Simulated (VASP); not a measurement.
# BP (I-4m2) in VASP: G0W0 quasiparticle levels with PBEsol

Aim: the G0W0 quasiparticle levels of BP with PBEsol.

Everything below comes from runs of VASP 6.6.1. Logs are shortened: lines on timing, memory, paths and dates and some standing lists are left out, and cuts for length are marked.

### 1 The cell of the first run

Symmetry: I-4m2, No. 119, tetragonal system. The conventional cell has a = 3.072 Å, b = 3.072 Å, c = 4.603 Å, α = 90.00°, β = 90.00°, γ = 90.00°. B (site symmetry -4m2) has 4 P at 1.92 Å within 2.5 Å. Within 2.5 Å of P (site symmetry -4m2) lie 4 B at 1.92 Å.

### 2 G0W0 quasiparticle levels, PBEsol

File POSCAR:

```
BP
1.0
    0.0000000000      2.1719893105      2.3012622441
    2.1719893105      0.0000000000      2.3012622441
    2.1719893105      2.1719893105      0.0000000000
B P
1 1
Direct
    0.0000000000      0.0000000000      0.0000000000
    0.2500000000      0.2500000000      0.2500000000
```

File INCAR.step1:

```
SYSTEM = BP
PREC = Accurate
ENCUT = 500
EDIFF = 1E-8
ISMEAR = 0
SIGMA = 0.01
LREAL = .False.
LASPH = .True.
NELM = 100
ALGO = Normal
LWAVE = .True.
LCHARG = .False.
GGA = PS
```

File INCAR.step2:

```
SYSTEM = BP
PREC = Accurate
ENCUT = 500
EDIFF = 1E-8
ISMEAR = 0
SIGMA = 0.01
LREAL = .False.
LASPH = .True.
NELM = 1
ALGO = Exact
LWAVE = .True.
LCHARG = .False.
GGA = PS
NBANDS = 123
LOPTICS = .True.
ISTART = 1
```

File INCAR.step3:

```
SYSTEM = BP
PREC = Accurate
ENCUT = 500
EDIFF = 1E-8
ISMEAR = 0
SIGMA = 0.01
LREAL = .False.
LASPH = .True.
ALGO = EVGW0
LWAVE = .False.
LCHARG = .False.
GGA = PS
NELMGW = 1
NBANDS = 123
ENCUTGW = 180.0
NOMEGA = 96
PRECFOCK = Fast
ISTART = 1
NBANDSGW = 12
OMEGAMAX = 30
```

File KPOINTS:

```
regular mesh
0
Gamma
  6 6 6
  0 0 0
```

Potentials or basis: VASP PAW PBE potentials, release 64 (B_GW, P_GW).

The run is started by

```console
$ cat potpaw_PBE.64/B_GW/POTCAR potpaw_PBE.64/P_GW/POTCAR > POTCAR
$ cp INCAR.step1 INCAR
$ mpirun -np 1 vasp_std > vasp.out
$ cp INCAR.step2 INCAR
$ mpirun -np 1 vasp_std > vasp.out
$ cp INCAR.step3 INCAR
$ mpirun -np 1 vasp_std > vasp.out
```

OUTCAR:

```text
SYSTEM = BP
   PREC = Accurate
   ENCUT = 500
   EDIFF = 1E-8
   ISMEAR = 0
   LREAL = .False.
   LASPH = .True.
   GGA = PS
   NELMGW = 1
   ENCUTGW = 180.0
   PRECFOCK = Fast
   ISTART = 1

 ion  position               nearest neighbor table
   1  0.000  0.000  0.000-   2 1.92   2 1.92   2 1.92   2 1.92
   2  0.250  0.250  0.250-   1 1.92   1 1.92   1 1.92   1 1.92

  LATTYP: Found a body centered tetragonal cell.
 ALAT       =     3.0716567402
 C/A-ratio  =     1.4983850337

  Lattice vectors:

 A1 = (  -2.1719893105,   0.0000000000,   2.3012622441)
 A2 = (   2.1719893105,   0.0000000000,   2.3012622441)
 A3 = (   0.0000000000,   2.1719893105,  -2.3012622441)

Analysis of symmetry for initial positions (statically):
=====================================================================
 Subroutine PRICEL returns:
 Original cell was already a primitive cell.

 Routine SETGRP: Setting up the symmetry group for a
 body centered tetragonal supercell.

 Subroutine GETGRP returns: Found  8 space group operations
 (whereof  8 operations were pure point group operations)
 out of a pool of 16 trial point group operations.

The static configuration has the point symmetry D_2d.

Analysis of symmetry for dynamics (positions and initial velocities):
=====================================================================
 Subroutine PRICEL returns:
 Original cell was already a primitive cell.

 Routine SETGRP: Setting up the symmetry group for a
 body centered tetragonal supercell.

 Subroutine GETGRP returns: Found  8 space group operations
 (whereof  8 operations were pure point group operations)
 out of a pool of 16 trial point group operations.

The dynamic configuration has the point symmetry D_2d.

 Subroutine INISYM returns: Found  8 space group operations
 (whereof  8 operations are pure point group operations),
 and found     1 'primitive' translations

[... 92 lines left out ...]
   ENCUT  =  500.0 eV  36.75 Ry    6.06 a.u.   5.77  5.77  5.60*2*pi/ulx,y,z
   NELM   =     60;   NELMIN=  2; NELMDL=  0     # of ELM steps
   EDIFF  = 0.1E-07   stopping-criterion for ELM
   LREAL  =      F    real-space projection
   EDIFFG = 0.1E-06   stopping-criterion for IOM
   NSW    =      0    number of steps for IOM
   IBRION =     -1    ionic relax: 0-MD 1-quasi-New 2-CG
   NFREE  =      0    steps in history (QN), initial steepest desc. (CG)
   ISIF   =      0    stress and relaxation
   ISYM   =      3    0-nonsym 1-usesym 2-fastsym
   POTIM  = 0.5000    time-step for ionic-motion
   TEBEG  =    0.0;   TEEND  =   0.0 temperature during run
   PSTRESS=    0.0 pullay stress
   NELECT =       8.0000    total number of electrons
   NUPDOWN=      -1.0000    fix difference up-down
   EMIN   =  10.00;   EMAX   =-10.00  energy-range for DOS
   EFERMI =   0.00;   METHOD = LEGACY
   ISMEAR =     0;   SIGMA  =   0.01  broadening in eV -4-tet -1-fermi 0-gaus
   EFERMI_NEDOS =   21; number of points for ismear=-14 and -15
   IALGO  =     38    algorithm
   IMIX   =      4    mixing-type and parameters
     AMIX     =   0.40;   BMIX     =  1.00
     AMIX_MAG =   1.60;   BMIX_MAG =  1.00
  volume/ion in A,a.u.               =      10.86        73.26
  Fermi-wavevector in a.u.,A,eV,Ry     =   1.173638  2.217855 18.741035  1.377427
  Thomas-Fermi vector in A             =   2.310048
   LORBIT       =      0    0 simple, 1 ext, 2 COOP (PROOUT), +10 PAW based schemes
   GGA     = PS    functional components
   LHFCALC =     T    Hartree Fock is set to
   PRECFOCK=fast      Normal, Fast or Accurate (Low or Medium for compatibility)
   ENCUT4O =  -1.0   cutoff for four orbital integrals eV
   NKREDX  =     1    reduce k-point grid by
   NKREDY  =     1    reduce k-point grid by
   NKREDZ  =     1    reduce k-point grid by
   AEXX    =    1.0000 exact exchange contribution
   HFSCREEN=    0.0000 screening length (either q_TF or 0.3 A-1)
   HFSCREENC=   0.0000 screening length for correlation (either q_TF or 0.3 A-1)
   ENCUTFOCK=  -1.0 apply spherical cutoff to Coloumb kernel
   IVDW    =     0    specifies the selected vdW correction
   LEPSILON=     F    determine dielectric tensor
   LRPA    =     F    only Hartree local field effects (RPA)
   LRPAFORCE           =     F    calculate RPA forces
   ENCUTGW             = 180.0    cutoff for response function in eV
   ENCUTGWSOFT         = 144.0    soft cutoff for Coulomb kernel in GW response function in eV
   ENCUTLF             =  -1.0    cutoff for local field effects
   NELMGW              =     1    number of iterations in solving QP/BSE equation
   NELMHF              =     1    number of iterations in the inner HF iteration
   NKREDLFX            =     1    NKREDLFY  =   1   NKREDLFZ  =   1
 non-spin polarized calculation
 Gauss-broadening in eV      SIGMA  =   0.01
  energy-cutoff  :      500.00
  volume of cell :       21.71
 maximum number of plane-waves:       568
  NGX = 14; NGY = 14; NGZ = 14
   NGX = 11   NGY = 11   NGZ = 11
 maximum number of plane-waves:       129

 QP shifts <psi_nk| G(iteration)W_0 |psi_nk>: iteration 1
 for sc-GW calculations column KS-energies equals QP-energies in previous step
 and V_xc(KS)=  KS-energies - (<T + V_ion + V_H > + <T+V_H+V_ion>^1  + <V_x>^1)

 k-point   1 :       0.0000    0.0000    0.0000
  band No.  KS-energies  QP-energies   sigma(KS)   V_xc(KS)     V^pw_x(r,r')   Z            occupation Imag(sigma)

      1      -8.1918      -8.9867     -13.3798     -12.2490     -20.8060       0.7030       2.0000       1.4475
      2       7.5557       6.9754     -14.2941     -13.5576     -15.3022       0.7879       2.0000       0.0439
      3       8.1833       7.6241     -14.1546     -13.4468     -15.0067       0.7900       2.0000       0.0409
      4       8.1833       7.6241     -14.1546     -13.4468     -15.0067       0.7900       2.0000       0.0409
      5      11.3759      11.7364     -11.8989     -12.3574      -7.3527       0.7863       0.0000      -0.0744
      6      11.3759      11.7364     -11.8989     -12.3574      -7.3527       0.7863       0.0000      -0.0744
      7      11.6727      12.0341     -11.8567     -12.3152      -7.2495       0.7883       0.0000      -0.0734
      8      16.3907      16.6955     -12.4309     -12.8358      -6.0199       0.7528       0.0000      -0.1986
      9      19.2885      19.7502     -11.2799     -11.8740      -5.1639       0.7770       0.0000      -0.2501
     10      19.7899      19.9408      -9.9751     -10.1673      -3.6073       0.7849       0.0000      -0.3597
     11      20.9711      21.4582     -11.4886     -12.1171      -4.9878       0.7750       0.0000      -0.3589
     12      22.5064      22.7184     -10.0120     -10.2831      -3.0511       0.7820       0.0000      -0.6205
[... 356 lines left out ...]
      1      -3.6179      -4.3573     -13.7322     -12.7094     -19.4763       0.7228       2.0000       0.7394
      2       0.2640      -0.5470     -13.9356     -12.8215     -18.1117       0.7280       2.0000       0.2865
      3       2.3681       1.6559     -13.2292     -12.2810     -16.0351       0.7512       2.0000       0.1240
      4       3.8253       3.1071     -13.7220     -12.7800     -16.0803       0.7625       2.0000       0.0836
      5       9.4761       9.7132     -10.9428     -11.2390      -6.6145       0.8005       0.0000      -0.0696
      6      11.7854      12.0866     -11.1409     -11.5216      -6.2713       0.7912       0.0000      -0.0870
      7      17.6270      18.0854     -11.9498     -12.5572      -5.2901       0.7548       0.0000      -0.2838
      8      19.3648      19.8302     -12.2310     -12.8522      -5.1216       0.7491       0.0000      -0.3776
      9      22.0288      22.4913     -11.7883     -12.3996      -4.4089       0.7566       0.0000      -0.5552
     10      23.8373      24.3069     -11.8429     -12.4632      -4.2233       0.7570       0.0000      -0.6712
     11      26.4049      26.8188     -12.1392     -12.6923      -4.1536       0.7483       0.0000      -0.8985
     12      28.1693      28.6050     -12.1008     -12.6811      -4.0264       0.7507       0.0000      -1.0406

 [... further k-points ...]
```

OUTCAR.step2:

```text
SYSTEM = BP
   PREC = Accurate
   ENCUT = 500
   EDIFF = 1E-8
[... 1014 lines left out ...]
  --------------------------------------------------------------------------------------------------------------
     0.00000    10.67405    10.67405    11.50757     0.00000    -0.00000    -0.00000
     2.19838    12.38801    12.38801    13.70560     0.00000    -0.00000    -0.00000
     4.39676    19.62146    19.62146    20.64894     0.00000    -0.00000    -0.00000
     6.59513   -18.31138   -18.31138   -16.79109     0.00000     0.00000     0.00000
     8.79351    -3.08995    -3.08995     1.34583    -0.00000     0.00000     0.00000
    10.99189    -5.26397    -5.26397    -4.47203     0.00000     0.00000     0.00000
[... 92 lines left out ...]
   215.44100     0.98835     0.98835     0.98840    -0.00000     0.00000     0.00000
   217.63938     0.98859     0.98859     0.98865    -0.00000     0.00000     0.00000
```

Run time: 15 min. Hardware: 1 thread of AMD EPYC 7R13, shared host; peak memory 0.59 GiB.

What came out:

- Quasiparticle gap: 1.42 eV
- Least direct quasiparticle gap: 4.11 eV
- Band gap of the starting levels on the mesh: 0.67 eV
- Least direct gap of the starting levels on the mesh: 3.19 eV

Caveat: the k points lie up to 0.41 Å⁻¹ apart; bands, screening cutoff and mesh are small and nothing is extrapolated, so the quasiparticle values aren't converged.
